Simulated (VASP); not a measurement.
A run of VASP 6.6.1 is set up as follows.

Contents of INCAR:

```
SYSTEM = Cd2H
PREC = Accurate ; ENCUT = 520
EDIFF = 1E-7 ; ISMEAR = 0
SIGMA = 0.1 ; LREAL = .False.
LASPH = .True. ; NELM = 100
ALGO = Normal ; ISIF = 2
LWAVE = .False. ; LCHARG = .False.
GGA = PE ; NBANDS = 34
```

Contents of KPOINTS:

```
regular mesh
0
Gamma
  8 8 8
  0 0 0
```

Contents of POSCAR:

```
Cd2H
1.0
    0.0000000000      4.0675702246      4.0675702246
    4.0675702246      0.0000000000      4.0675702246
    4.0675702246      4.0675702246      0.0000000000
Cd H
4 2
Direct
    0.1250000000      0.1250000000      0.1250000000
    0.6250000000      0.1250000000      0.1250000000
    0.1250000000      0.1250000000      0.6250000000
    0.1250000000      0.6250000000      0.1250000000
    0.5000000000      0.5000000000      0.5000000000
    0.7500000000      0.7500000000      0.7500000000
```

Potentials or basis: VASP PAW PBE potentials, release 64 (Cd, H).

Run with:

```console
$ cat potpaw_PBE.64/Cd/POTCAR potpaw_PBE.64/H/POTCAR > POTCAR
$ mpirun -np 1 vasp_std > vasp.out
```

**Question.** Predict the band gap on the k mesh.

**Answer.** Zero (band 25 reaches 0.98 eV, above the bottom of band 26 at -1.06 eV).

**Question.** What does it give for the pressure?

**Answer.** 0.2 GPa.
